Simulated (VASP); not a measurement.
Crystal: Sb.

```
Sb
1.0
     3.21000    0.00000    0.00000
     0.00000    3.21000    0.00000
     0.00000    0.00000    3.21000
Sb
1
Direct
  0.00000 0.00000 0.00000
```

- Program: VASP 6.6.1
- Task: relaxation of cell and atoms
- Functional: r2SCAN
- Potentials or basis: VASP PAW PBE potentials, release 64 (Sb)
- Cutoff: 600 eV
- k mesh: 6 × 6 × 6
- Occupations: gaussian, width 0.1 eV
- Spin: no spin polarisation

At the start: pressure -4.4 GPa; volume 33.08 Å³/atom.

**Question.** How do energy, volume and symmetry change on relaxing?

**Answer.** Over 4 steps the energy falls by 53.2 meV/atom and the volume is 29.43 Å³/atom (-11.0 %); space group Pm-3m (No. 221, to 0.05 Å).

Step by step:
```tsv
step	energy change (eV)	largest force (eV/Å)	pressure (GPa)	volume (Å³)
1	0.0000	0.0000	-4.38	33.08
2	-0.0517	0.0000	0.98	28.93
3	-0.0531	0.0000	-0.13	29.50
4	-0.0532	0.0000	0.00	29.43
```

Final structure:
```cif
data_structure
_symmetry_space_group_name_H-M 'P 1'
_symmetry_Int_Tables_number 1
_cell_length_a 3.0875
_cell_length_b 3.0875
_cell_length_c 3.0875
_cell_angle_alpha 90.000
_cell_angle_beta 90.000
_cell_angle_gamma 90.000
_cell_volume 29.43
loop_
_atom_site_label
_atom_site_type_symbol
_atom_site_fract_x
_atom_site_fract_y
_atom_site_fract_z
_atom_site_occupancy
Sb1 Sb 0.00000 0.00000 0.00000 1
```

Caveat: the PAW data sets were made with another functional, which shifts forces and pressure a little.
